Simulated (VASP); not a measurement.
**PbS: single point with r2SCAN**

Crystal: PbS.

```
Pb S
1.0
     4.04819    0.00000    0.00000
    -2.02409    3.50583    0.00000
     0.00000    0.00000    3.78417
Pb S
1 1
Direct
  0.00000 0.00000 0.00000
  0.66667 0.33333 0.50000
```

- Program: VASP 6.6.1
- Task: single point
- Functional: r2SCAN
- Potentials or basis: VASP PAW PBE potentials, release 64 (Pb_d, S)
- Cutoff: 520 eV
- k mesh: 10 × 10 × 10
- Occupations: gaussian, width 0.05 eV
- Spin: no spin polarisation
- Dipole correction: no
- Further INCAR settings: ALGO = Normal; EDIFF = 1e-06; NBANDS = 17

- Pressure: -0.1 GPa
- Band gap on the k mesh: zero (band 10 reaches 5.39 eV, above the bottom of band 11 at 5.12 eV)

Stress tensor (GPa, compression positive):
```
-0.03  0.00  0.00
 0.00 -0.03  0.00
 0.00  0.00 -0.12
```

Levels at points of the mesh, in eV from the Fermi level:
| k point | band 8 | band 9 | band 10 | band 11 | band 12 | band 13 |
| --- | --- | --- | --- | --- | --- | --- |
| (0.00, 0.00, 0.00) | -2.43 | -1.81 | -1.81 | 3.80 | 3.80 | 5.66 |
| (0.50, 0.00, 0.00) | -2.88 | -1.80 | -1.37 | 2.13 | 4.18 | 5.72 |
| (0.00, 0.00, 0.50) | -1.23 | -1.23 | 0.11 | 1.34 | 4.22 | 4.22 |
| (0.50, 0.00, 0.50) | -4.32 | -4.26 | -1.57 | 2.36 | 3.01 | 3.16 |

Run time: 2.6 min on 1 thread of AMD EPYC 9R45 96-Core Processor (Zen 5), on a shared host, peak memory 0.19 GiB.

Caveat: the PAW data sets were made with another functional, which shifts forces and pressure a little; spin-orbit coupling is left out, which moves the levels of the heavy elements.
